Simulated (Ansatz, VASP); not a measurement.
# Two plane-wave programs on Tl

```
CELL_PARAMETERS angstrom
0.00000 2.35610 2.35610
2.35610 0.00000 2.35610
2.35610 2.35610 0.00000
ATOMIC_POSITIONS crystal
Tl 0.00000 0.00000 0.00000
```

Alike in both runs: task single point; functional PBEsol; k mesh 13 × 13 × 13; occupations fermi-dirac, width 0.1 eV; no spin polarisation.

|  | VASP | Ansatz |
| --- | --- | --- |
| version | VASP 6.6.1 | Ansatz 0.2.0 |
| potentials or method | VASP PAW PBE potentials, release 64 (Tl_d), cutoff 520 eV | plane waves (420 eV) with PAW, scalar-relativistic |
| valence electrons in the cell | 13 | 13 |

|  | VASP | Ansatz | Ansatz less VASP |
| --- | --- | --- | --- |
| pressure (GPa) | 3.7 | 3.8 | +0.05 |

VASP's potentials were made for PBE, not for PBEsol, and Ansatz warns of the same on its side.

Neither program's run includes spin-orbit coupling.
